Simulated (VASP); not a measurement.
Sb2Mo (fluorite type), 3 atoms in the cell. The structure is cubic, space group Fm-3m (No. 225). Conventional cell: a = 6.601 Å, b = 6.601 Å, c = 6.601 Å, α = 90.00°, β = 90.00°, γ = 90.00°. Within 3.8 Å of Mo (site symmetry m-3m) lie 8 Sb at 2.86 Å. Within 3.8 Å of Sb (site symmetry -43m) lie 4 Mo at 2.86 Å and 6 Sb at 3.30 Å. 

| Item | Value |
| --- | --- |
| Program | VASP 6.6.1 |
| Task | single point |
| Functional | PBE |
| Potentials or basis | VASP PAW PBE potentials, release 64 (Mo_sv, Sb) |
| Cutoff | 520 eV |
| k mesh | 10 × 10 × 10 |
| Occupations | fermi-dirac, width 0.05 eV |
| Spin | no spin polarisation |
| Dipole correction | no |
| Further INCAR settings | ALGO = Normal; EDIFF = 1e-06; NBANDS = 19 |

Potentials or basis: VASP PAW PBE potentials, release 64 (Mo_sv, Sb).

Run with:

```bash
$ cat potpaw_PBE.64/Mo_sv/POTCAR potpaw_PBE.64/Sb/POTCAR > POTCAR
$ mpirun -np 1 vasp_std > vasp.out
```

Hardware: 1 thread of AMD EPYC 9R45 96-Core Processor (Zen 5), with other jobs on the host.

Q: Estimate the wall time of this run.

A: Wall time 37 s on 1 thread of AMD EPYC 9R45 96-Core Processor (Zen 5) (shared host), peak memory 0.21 GiB. Counts: scf iterations 13, k points 47.
